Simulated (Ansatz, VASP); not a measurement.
InSe: VASP beside Ansatz

```
In Se
1.0
     2.04000    1.17779    8.31667
    -2.04000    1.17779    8.31667
     0.00000   -2.35559    8.31667
In Se
2 2
Cartesian
  0.0000 0.0000 0.0000
  0.0000 0.0000 2.7994
  0.0000 0.0000 15.3567
  0.0000 0.0000 20.7085
```

Change from the starting cell: equal xx and yy strain of +2 %.

Alike in both runs: task single point; functional PBE; k mesh 7 × 7 × 7; occupations fermi-dirac, width 0.01 eV; no spin polarisation.

|  | VASP | Ansatz |
| --- | --- | --- |
| version | VASP 6.6.1 | Ansatz 0.2.0 |
| potentials or method | VASP PAW PBE potentials, release 64 (In_d, Se), cutoff 520 eV | all-electron LAPW, scalar-relativistic |

|  | VASP | Ansatz | Ansatz less VASP |
| --- | --- | --- | --- |
| gap on the k mesh at the Fermi level (eV) | 0.59 | 0.60 | +0.011 |
| pressure (GPa) | 0.8 | 0.8 | -0.03 |
| traceless stress, the component that is largest in VASP (GPa) | 0.44 | 0.44 | 0.000 |
| rms of the force components (eV/Å) | 0.053 | 0.060 | +0.0075 |

Atom by atom the forces differ by 0.007 eV/Å (rms over components). Ansatz ran all-electron here, and VASP with PAW potentials.
